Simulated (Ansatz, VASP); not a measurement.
InSb2As3 in VASP and in Ansatz

```
In Sb As
1.0
     2.60860    1.50608    6.65587
    -2.60860    1.50608    6.65587
     0.00000   -3.01215    6.65587
In Sb As
1 2 3
Direct
  0.00000 0.00000 0.00000
  0.61872 0.61872 0.61872
  0.38128 0.38128 0.38128
  0.00000 0.50000 0.00000
  0.50000 0.00000 0.00000
  0.00000 0.00000 0.50000
```

Change from the starting cell: species swapped into the Lu2Al3Fe type (R-3m, No. 166).

Alike in both runs: functional PBE; k mesh 3 × 3 × 3; occupations gaussian, width 0.1 eV; no spin polarisation.

Ansatz relaxed the structure, and its values are those at the end. VASP's run is a single point on that final structure, the one shown.

|  | VASP | Ansatz |
| --- | --- | --- |
| version | VASP 6.6.1 | Ansatz 0.2.0 |
| potentials or method | VASP PAW PBE potentials, release 64 (In_d, Sb, As), cutoff 520 eV | scalar-relativistic, plane waves, PAW |
| valence electrons in the cell | 38 | 88 |

```csv
,VASP,Ansatz,Ansatz less VASP
gap on the k mesh at the Fermi level (eV),none,none,-
pressure (GPa),-0.1,-0.1,-0.04
rms of the force components (eV/Å),0.005,0.004,-0.0009
```

A gap of «none» marks a metal or a gap that the smearing closes. VASP's potentials hold 38 valence electrons a cell and Ansatz's 88, so a difference there can come from the potentials and not from the codes.

The k mesh is coarse, so the values compare programs but aren't converged. Neither program's run includes spin-orbit coupling.
